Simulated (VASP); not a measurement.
# InTe4 (P6/mmm) in VASP: further runs, part 2 of 3

VASP 6.6.1. The steps go on from the part before.

## 4. Single point, PBE

This run uses another cell than the first one, of 44.47 Å³/atom.

INCAR reads:

```
ALGO     = Normal         # electronic algorithm
EDIFF    = 1E-7           # SCF threshold, eV
ENCUT    = 520            # plane-wave cutoff, eV
GGA      = PE             # functional
ISIF     = 2              # what is computed and relaxed
ISMEAR   = 0              # smearing method
LASPH    = True           # aspherical terms in the spheres
LCHARG   = True           # write CHGCAR
LELF     = True           # ELF
LREAL    = False          # projectors in reciprocal space
LVHAR    = True         
LWAVE    = False          # write WAVECAR
NBANDS   = 26             # bands
NELM     = 100            # most SCF steps
PREC     = Accurate       # precision mode
SIGMA    = 0.1            # smearing width, eV
```

KPOINTS reads:

```
k-points
0
Gamma
  6 6 6
```

POSCAR reads:

```
InTe4
1.0
    6.4493817288      0.0000000000      0.0000000000
   -3.2246908644      5.5853284158      0.0000000000
    0.0000000000      0.0000000000      6.1725741692
In Te
1 4
Direct
    0.0000000000      0.0000000000      0.5000000000
    0.5000000000      0.0000000000      0.0000000000
    0.0000000000      0.5000000000      0.0000000000
    0.5000000000      0.5000000000      0.0000000000
    0.0000000000      0.0000000000      0.0000000000
```

Potentials or basis: VASP PAW PBE potentials, release 64 (In_d, Te).

Launch:

```console
$ cat potpaw_PBE.64/In_d/POTCAR potpaw_PBE.64/Te/POTCAR > POTCAR
$ mpirun -np 1 vasp_std > vasp.out
```

OUTCAR:

```text
EDIFF = 1E-7
   ENCUT = 520
   GGA = PE
   ISIF = 2
   ISMEAR = 0
   LASPH = True
   LREAL = False
   NELM = 100
   PREC = Accurate

 ion  position               nearest neighbor table
   1  0.000  0.000  0.500-   5 3.09   5 3.09
   2  0.500  0.000  0.000-   3 3.22   4 3.22   4 3.22   3 3.22   5 3.22   5 3.22
   3  0.000  0.500  0.000-   2 3.22   5 3.22   5 3.22   2 3.22   4 3.22   4 3.22
   4  0.500  0.500  0.000-   2 3.22   5 3.22   2 3.22   5 3.22   3 3.22   3 3.22
   5  0.000  0.000  0.000-   1 3.09   1 3.09   4 3.22   3 3.22   3 3.22   4 3.22   2 3.22   2 3.22

  LATTYP: Found a hexagonal cell.
 ALAT       =     6.4493817288
 C/A-ratio  =     0.9570799851

  Lattice vectors:

 A1 = (   6.4493817288,   0.0000000000,   0.0000000000)
 A2 = (  -3.2246908644,   5.5853284158,   0.0000000000)
 A3 = (   0.0000000000,   0.0000000000,   6.1725741692)

Analysis of symmetry for initial positions (statically):
=====================================================================
 Subroutine PRICEL returns:
 Original cell was already a primitive cell.

 Routine SETGRP: Setting up the symmetry group for a
 hexagonal supercell.

 Subroutine GETGRP returns: Found 24 space group operations
 (whereof 24 operations were pure point group operations)
 out of a pool of 24 trial point group operations.

The static configuration has the point symmetry D_6h.

Analysis of symmetry for dynamics (positions and initial velocities):
=====================================================================
 Subroutine PRICEL returns:
 Original cell was already a primitive cell.

 Routine SETGRP: Setting up the symmetry group for a
 hexagonal supercell.

 Subroutine GETGRP returns: Found 24 space group operations
 (whereof 24 operations were pure point group operations)
 out of a pool of 24 trial point group operations.

The dynamic configuration has the point symmetry D_6h.

 Subroutine INISYM returns: Found 24 space group operations
 (whereof 24 operations are pure point group operations),
 and found     1 'primitive' translations

----------------------------------------------------------------------------------------

                                     Primitive cell

  volume of cell :     222.3479

  direct lattice vectors                    reciprocal lattice vectors
     6.449381729  0.000000000  0.000000000     0.155053623  0.089520251  0.000000000
    -3.224690864  5.585328416  0.000000000     0.000000000  0.179040501  0.000000000
     0.000000000  0.000000000  6.172574169     0.000000000  0.000000000  0.162006964

  length of vectors
     6.449381729  6.449381729  6.172574169     0.179040501  0.179040501  0.162006964

  position of ions in fractional coordinates (direct lattice)
     0.000000000  0.000000000  0.500000000
     0.500000000  0.000000000  0.000000000
     1.000000000  0.500000000  0.000000000
     0.500000000  0.500000000  0.000000000
     0.000000000  0.000000000  0.000000000

  ion indices of the primitive-cell ions
   primitive index   ion index
                 1           1
                 2           2
                 3           3
                 4           4
                 5           5

----------------------------------------------------------------------------------------

 KPOINTS: k-points

Automatic generation of k-mesh.
 Grid dimensions read from file:
 generate k-points for:    6    6    6

 Generating k-lattice:

  Cartesian coordinates                     Fractional coordinates (reciprocal lattice)
     0.025842270  0.014920042  0.000000000     0.166666667 -0.000000000  0.000000000
     0.000000000  0.029840084  0.000000000     0.000000000  0.166666667  0.000000000
     0.000000000  0.000000000  0.027001161     0.000000000  0.000000000  0.166666667

  Length of vectors
     0.029840084  0.029840084  0.027001161

  Shift w.r.t. Gamma in fractional coordinates (k-lattice)
     0.000000000  0.000000000  0.000000000

 Subroutine IBZKPT returns following result:
 ===========================================

 Found     28 irreducible k-points:

 Following reciprocal coordinates:
            Coordinates               Weight
  0.000000  0.000000  0.000000      1.000000
  0.166667  0.000000  0.000000      6.000000
  0.333333  0.000000  0.000000      6.000000
  0.500000  0.000000  0.000000      3.000000
  0.166667  0.166667  0.000000      6.000000
  0.333333  0.166667  0.000000     12.000000
[... 16 lines left out ...]
  0.166667  0.000000  0.500000      6.000000
  0.333333  0.000000  0.500000      6.000000
 [... further k-points ...]
   k-points           NKPTS =     28   k-points in BZ     NKDIM =     28   number of bands    NBANDS=     26
   number of dos      NEDOS =    301   number of ions     NIONS =      5
   total plane-waves  NPLWV = 110592
   dimension x,y,z NGX =    48 NGY =   48 NGZ =   48
   dimension x,y,z NGXF=    96 NGYF=   96 NGZF=   96
   ions per type =               1   4
   NGX,Y,Z   is equivalent  to a cutoff of  12.37, 12.37, 12.93 a.u.
   NGXF,Y,Z  is equivalent  to a cutoff of  24.75, 24.75, 25.86 a.u.
 SYSTEM =  unknown system
   PREC   = accura    normal or accurate (medium, high low for compatibility)
   ISTART =      0    job   : 0-new  1-cont  2-samecut
   ICHARG =      2    charge: 1-file 2-atom 10-const
   ISPIN  =      1    spin polarized calculation?
   LNONCOLLINEAR =      F non collinear calculations
   LSORBIT =      F    spin-orbit coupling
   LASPH  =      T    aspherical Exc in radial PAW
   ENCUT  =  520.0 eV  38.22 Ry    6.18 a.u.  11.99 11.99 11.48*2*pi/ulx,y,z
   NELM   =    100;   NELMIN=  2; NELMDL= -5     # of ELM steps
   EDIFF  = 0.1E-06   stopping-criterion for ELM
   LREAL  =      F    real-space projection
   EDIFFG = 0.1E-05   stopping-criterion for IOM
   NSW    =      0    number of steps for IOM
   IBRION =     -1    ionic relax: 0-MD 1-quasi-New 2-CG
   NFREE  =      0    steps in history (QN), initial steepest desc. (CG)
   ISIF   =      2    stress and relaxation
   ISYM   =      2    0-nonsym 1-usesym 2-fastsym
   POTIM  = 0.5000    time-step for ionic-motion
   TEBEG  =    0.0;   TEEND  =   0.0 temperature during run
   PSTRESS=    0.0 pullay stress
   NELECT =      37.0000    total number of electrons
   NUPDOWN=      -1.0000    fix difference up-down
   EMIN   =  10.00;   EMAX   =-10.00  energy-range for DOS
   EFERMI =   0.00;   METHOD = LEGACY
   ISMEAR =     0;   SIGMA  =   0.10  broadening in eV -4-tet -1-fermi 0-gaus
   EFERMI_NEDOS =   21; number of points for ismear=-14 and -15
   IALGO  =     38    algorithm
   IMIX   =      4    mixing-type and parameters
     AMIX     =   0.40;   BMIX     =  1.00
     AMIX_MAG =   1.60;   BMIX_MAG =  1.00
  volume/ion in A,a.u.               =      44.47       300.10
  Fermi-wavevector in a.u.,A,eV,Ry     =   0.900460  1.701622 11.031985  0.810828
  Thomas-Fermi vector in A             =   2.023420
   LORBIT       =      0    0 simple, 1 ext, 2 COOP (PROOUT), +10 PAW based schemes
   GGA     = PE    functional components
   LHFCALC =     F    Hartree Fock is set to
   AEXX    =    0.0000 exact exchange contribution
   IVDW    =     0    specifies the selected vdW correction
   LEPSILON=     F    determine dielectric tensor
   LRPA    =     F    only Hartree local field effects (RPA)
 non-spin polarized calculation
 Gauss-broadening in eV      SIGMA  =   0.10
  energy-cutoff  :      520.00
  volume of cell :      222.35
 maximum number of plane-waves:      6024
 NGX is ok and might be reduce to    48
   NGX = 23   NGY = 23   NGZ = 23

 number of electron      36.9999995 magnetization

 Free energy of the ion-electron system (eV)
  ---------------------------------------------------
  ext. energy  EPLUGINS =         0.00000000
  ---------------------------------------------------
  free energy    TOTEN  =       -13.66518382 eV

  energy without entropy =      -13.64088247  energy(sigma->0) =      -13.65303314

 E-fermi :   3.0317     XC(G=0):  -7.5538

 val. band max:        3.0303425648   @ k =   0.3333   0.1667   0.3333
 cond. band min:       3.0599437317   @ k =   0.3333   0.3333   0.1667
 fundamental gap:      0.0296011668
 Fermi energy:         3.0317410221

 k-point     1 :       0.0000    0.0000    0.0000
  band No.  band energies     occupation
      1     -11.7255      2.00000
      2     -11.7255      2.00000
      3     -11.6887      2.00000
      4     -11.6352      2.00000
      5     -11.6352      2.00000
      6      -9.8314      2.00000
[... 685 lines left out ...]
     25       6.2610      0.00000
     26       8.3701      0.00000

 [... further k-points ...]
[... 5 lines left out ...]
  --------------------------------------------------------------------------------------
  -------------------------------------------------------------------------------------
  Total       -0.0849796     -0.0849796     -0.0045763      0.0000000      0.0000000      0.0000000
  in kB       -0.6123397     -0.6123397     -0.0329752      0.0000000      0.0000000      0.0000000
  external PRESSURE =      -0.4192182 kB  Pullay stress =       0.0000000 kB

 VOLUME and BASIS-vectors are now :
 -----------------------------------------------------------------------------
  energy-cutoff  :      520.00
  volume of cell :      222.35
      direct lattice vectors                 reciprocal lattice vectors
     6.449381729  0.000000000  0.000000000     0.155053623  0.089520251  0.000000000
    -3.224690864  5.585328416  0.000000000     0.000000000  0.179040501  0.000000000
     0.000000000  0.000000000  6.172574169     0.000000000  0.000000000  0.162006964

 POSITION                                       TOTAL-FORCE (eV/Angst)
 -----------------------------------------------------------------------------------
      0.00000      0.00000      3.08629         0.000000      0.000000      0.000000
      3.22469      0.00000      0.00000         0.000000      0.000000      0.000000
     -1.61235      2.79266      0.00000         0.000000      0.000000      0.000000
      1.61235      2.79266      0.00000        -0.000000      0.000000      0.000000
      0.00000      0.00000      0.00000         0.000000      0.000000      0.000000
 -----------------------------------------------------------------------------------
    total drift:                               -0.000000      0.000000      0.000000

  FREE ENERGIE OF THE ION-ELECTRON SYSTEM (eV)
  ---------------------------------------------------
  free  energy   TOTEN  =       -13.6651838167 eV

  energy  without entropy=      -13.6408824654  energy(sigma->0) =      -13.65303314
```

Run time: 4.8 min. Hardware: 1 thread of Intel Xeon 8259CL, shared host; peak memory 0.41 GiB.

Results:

```yaml
Free_energy: -13.6652 eV
Pressure: 0.0 GPa
Band_gap_on_the_k_mesh: zero (an odd number of electrons rules out a gap without spin polarisation)
```

Levels at points of the mesh, in eV from the Fermi level:
```
           k point  band 14  band 15  band 16  band 17  band 18  band 19  band 20  band 21  band 22  band 23
(0.00, 0.00, 0.00)    -3.90    -1.43    -0.18    -0.18     1.26     1.26     1.48     2.44     2.44     4.10
(0.50, 0.00, 0.00)    -1.94    -1.90    -1.59    -1.05    -0.96    -0.83    -0.32     1.56     1.99     2.55
(0.00, 0.00, 0.50)    -2.08    -0.33    -0.33     0.34     1.34     1.34     1.43     1.43     1.49     2.29
(0.50, 0.00, 0.50)    -1.81    -1.58    -1.18    -1.02    -0.97    -0.67     0.37     2.19     2.36     2.38
```

Caveat: spin-orbit coupling is left out, which moves the levels of the heavy elements.

(Part 2 of 3 ends here.)

The gap in the log of VASP goes by the Fermi energy; the results here count the filled bands.